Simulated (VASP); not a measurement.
# Al2O3 (P-6m2) in VASP: single point with RPBE+D4

Aim: the single point of Al2O3 with RPBE+D4.

Program: VASP 6.6.1. These are calculated values, not measurements. Logs are shortened: lines on timing, memory, paths and dates and some standing lists are left out, and cuts for length are marked.

**1. The cell of the first run**

The structure is hexagonal, space group P-6m2 (No. 187). The conventional cell has a = 2.863 Å, b = 2.863 Å, c = 7.196 Å, α = 90.00°, β = 90.00°, γ = 120.00°. Within 2.4 Å of Al (site symmetry 3m) lie 6 O at 1.79 to 2.16 Å. Within 2.4 Å of O (site symmetry 3m) lie 3 Al at 1.79 Å. O (site symmetry -6m2) has 6 Al at 2.16 Å and 12 O at 2.65 to 2.86 Å within 2.9 Å.

**2. Single point, RPBE+D4**

INCAR

```
PREC     = Accurate       # precision mode
ENCUT    = 1340           # plane-wave cutoff, eV
EDIFF    = 1E-6           # SCF threshold, eV
ISMEAR   = -1             # smearing method
SIGMA    = 0.05           # smearing width, eV
LREAL    = False          # projectors in reciprocal space
LASPH    = True           # aspherical terms in the spheres
NELM     = 120            # most SCF steps
ALGO     = Normal         # electronic algorithm
ISIF     = 2              # what is computed and relaxed
LWAVE    = False          # write WAVECAR
LCHARG   = False          # write CHGCAR
GGA      = RP             # functional
IVDW     = 13             # dispersion correction
NBANDS   = 20             # bands
GGA_COMPAT= False
```

KPOINTS

```
regular mesh
0
Gamma
  11 11 3
```

POSCAR

```
Al2O3
1.0
    2.8628988566      0.0000000000      0.0000000000
   -1.4314494283      2.4793431383      0.0000000000
    0.0000000000      0.0000000000      7.1960547189
Al O
2 3
Direct
    0.0000000000      0.0000000000      0.8071944447
    0.0000000000      0.0000000000      0.1928055553
    0.3333333333      0.6666666667      0.7117928226
    0.6666666667      0.3333333333      0.0000000000
    0.3333333333      0.6666666667      0.2882071774
```

Potentials or basis: VASP PAW PBE potentials, release 64 (Al, O_h).

Run with:

```
$ cat potpaw_PBE.64/Al/POTCAR potpaw_PBE.64/O_h/POTCAR > POTCAR
$ mpirun -np 1 vasp_std > vasp.out
```

OUTCAR:

```text
PREC = Accurate
   ENCUT = 1340
   EDIFF = 1E-6
   ISMEAR = -1
   LREAL = False
   LASPH = True
   NELM = 120
   ISIF = 2
   GGA = RP
   IVDW = 13

 ion  position               nearest neighbor table
   1  0.000  0.000  0.807-   3 1.79   3 1.79   3 1.79   4 2.16   4 2.16   4 2.16   2 2.77
   2  0.000  0.000  0.193-   5 1.79   5 1.79   5 1.79   4 2.16   4 2.16   4 2.16   1 2.77
   3  0.333  0.667  0.712-   1 1.79   1 1.79   1 1.79
   4  0.667  0.333  0.000-   1 2.16   2 2.16   1 2.16   2 2.16   1 2.16   2 2.16
   5  0.333  0.667  0.288-   2 1.79   2 1.79   2 1.79

  LATTYP: Found a hexagonal cell.
 ALAT       =     2.8628988566
 C/A-ratio  =     2.5135553435

  Lattice vectors:

 A1 = (   2.8628988566,   0.0000000000,   0.0000000000)
 A2 = (  -1.4314494283,   2.4793431383,   0.0000000000)
 A3 = (   0.0000000000,   0.0000000000,   7.1960547189)

Analysis of symmetry for initial positions (statically):
=====================================================================
 Subroutine PRICEL returns:
 Original cell was already a primitive cell.

 Routine SETGRP: Setting up the symmetry group for a
 hexagonal supercell.

 Subroutine GETGRP returns: Found 12 space group operations
 (whereof 12 operations were pure point group operations)
 out of a pool of 24 trial point group operations.

The static configuration has the point symmetry D_3h.

Analysis of symmetry for dynamics (positions and initial velocities):
=====================================================================
 Subroutine PRICEL returns:
 Original cell was already a primitive cell.

 Routine SETGRP: Setting up the symmetry group for a
 hexagonal supercell.

 Subroutine GETGRP returns: Found 12 space group operations
 (whereof 12 operations were pure point group operations)
 out of a pool of 24 trial point group operations.

The dynamic configuration has the point symmetry D_3h.

 Subroutine INISYM returns: Found 12 space group operations
 (whereof 12 operations are pure point group operations),
 and found     1 'primitive' translations

----------------------------------------------------------------------------------------

                                     Primitive cell

  volume of cell :      51.0784

  direct lattice vectors                    reciprocal lattice vectors
     2.862898857  0.000000000  0.000000000     0.349296308  0.201666317  0.000000000
    -1.431449428  2.479343138  0.000000000     0.000000000  0.403332635  0.000000000
     0.000000000  0.000000000  7.196054719     0.000000000  0.000000000  0.138965036

  length of vectors
[... 91 lines left out ...]
   NSW    =      0    number of steps for IOM
   IBRION =     -1    ionic relax: 0-MD 1-quasi-New 2-CG
   NFREE  =      0    steps in history (QN), initial steepest desc. (CG)
   ISIF   =      2    stress and relaxation
   ISYM   =      2    0-nonsym 1-usesym 2-fastsym
   POTIM  = 0.5000    time-step for ionic-motion
   TEBEG  =    0.0;   TEEND  =   0.0 temperature during run
   PSTRESS=    0.0 pullay stress
   NELECT =      24.0000    total number of electrons
   NUPDOWN=      -1.0000    fix difference up-down
   EMIN   =  10.00;   EMAX   =-10.00  energy-range for DOS
   EFERMI =   0.00;   METHOD = LEGACY
   ISMEAR =    -1;   SIGMA  =   0.05  broadening in eV -4-tet -1-fermi 0-gaus
   EFERMI_NEDOS =   21; number of points for ismear=-14 and -15
   IALGO  =     38    algorithm
   IMIX   =      4    mixing-type and parameters
     AMIX     =   0.40;   BMIX     =  1.00
     AMIX_MAG =   1.60;   BMIX_MAG =  1.00
  volume/ion in A,a.u.               =      10.22        68.94
  Fermi-wavevector in a.u.,A,eV,Ry     =   1.272720  2.405092 22.038938  1.619816
  Thomas-Fermi vector in A             =   2.405583
   LORBIT       =      0    0 simple, 1 ext, 2 COOP (PROOUT), +10 PAW based schemes
   GGA     = RP    functional components
   LHFCALC =     F    Hartree Fock is set to
   AEXX    =    0.0000 exact exchange contribution
   IVDW    =    13    specifies the selected vdW correction
   LEPSILON=     F    determine dielectric tensor
   LRPA    =     F    only Hartree local field effects (RPA)
 non-spin polarized calculation
  energy-cutoff  :     1340.00
  volume of cell :       51.08
 maximum number of plane-waves:      5725
 NGX is ok and might be reduce to    36
   NGX = 17   NGY = 17   NGZ = 43

 number of electron      24.0000000 magnetization

 Free energy of the ion-electron system (eV)
  ---------------------------------------------------
  ext. energy  EPLUGINS =         0.00000000
  ---------------------------------------------------
  free energy    TOTEN  =       -34.60970013 eV

  energy without entropy =      -34.60970013  energy(sigma->0) =      -34.60970013

 E-fermi :   5.7031     XC(G=0): -10.1850

 val. band max:        4.6201842660   @ k =   0.0909   0.0909   0.0000
 cond. band min:       9.2530728154   @ k =   0.0000   0.0000   0.0000
 fundamental gap:      4.6328885494
 Fermi energy:         5.7031061060

 k-point     1 :       0.0000    0.0000    0.0000
  band No.  band energies     occupation
      1     -14.5717      2.00000
      2     -13.3827      2.00000
      3     -12.3533      2.00000
      4      -0.6374      2.00000
      5       1.8810      2.00000
      6       2.8854      2.00000
[... 541 lines left out ...]
     19      18.1947      0.00000
     20      19.7909      0.00000

 [... further k-points ...]

------------------------ aborting loop because EDIFF is reached ----------------------------------------

  DFT-D4 for vdW energy calculation

  Edisp (eV):   -2.48736

  FORCE on cell =-STRESS in cart. coord.  units (eV):
  Direction    XX          YY          ZZ          XY          YZ          ZX
  --------------------------------------------------------------------------------------
  -------------------------------------------------------------------------------------
  Total      -0.26690    -0.26690    -0.20035     0.00000     0.00000    -0.00000
  in kB      -8.37196    -8.37196    -6.28440     0.00000     0.00000    -0.00000
  external pressure =       -7.68 kB  Pullay stress =        0.00 kB

 VOLUME and BASIS-vectors are now :
 -----------------------------------------------------------------------------
  energy-cutoff  :     1340.00
  volume of cell :       51.08
      direct lattice vectors                 reciprocal lattice vectors
     2.862898857  0.000000000  0.000000000     0.349296308  0.201666317  0.000000000
    -1.431449428  2.479343138  0.000000000     0.000000000  0.403332635  0.000000000
     0.000000000  0.000000000  7.196054719     0.000000000  0.000000000  0.138965036

 POSITION                                       TOTAL-FORCE (eV/Angst)
 -----------------------------------------------------------------------------------
      0.00000      0.00000      5.80862        -0.000000     -0.000000     -0.031557
      0.00000      0.00000      1.38744        -0.000000     -0.000000      0.031557
     -0.00000      1.65290      5.12210        -0.000000      0.000000      0.049890
      1.43145      0.82645      0.00000         0.000000     -0.000000      0.000000
     -0.00000      1.65290      2.07395        -0.000000      0.000000     -0.049890
 -----------------------------------------------------------------------------------
    total drift:                                0.000000     -0.000000      0.000000

  FREE ENERGIE OF THE ION-ELECTRON SYSTEM (eV)
  ---------------------------------------------------
  free  energy   TOTEN  =       -37.0970574037 eV

  energy  without entropy=      -37.0970574037  energy(sigma->0) =      -37.09705740
```

It took 1.9 min on 1 thread of Intel Xeon Platinum 8259CL at 2.50GHz (Skylake/Cascade Lake), shared host; peak memory 0.36 GiB.

Results:

| Item | Value |
| --- | --- |
| Free energy | -37.0971 eV |
| Pressure | -0.8 GPa |
| Largest force | 0.050 eV/Å |
| Band gap on the k mesh | 4.63 eV (least direct gap 4.74 eV) |
| Dispersion energy per atom | -0.497 eV |

Forces on the atoms (eV/Å):
```
Al   0.000  0.000 -0.032
Al   0.000  0.000  0.032
O    0.000  0.000  0.050
O    0.000  0.000  0.000
O    0.000  0.000 -0.050
```

Caveat: the PAW data sets were made with another functional, which shifts forces and pressure a little.
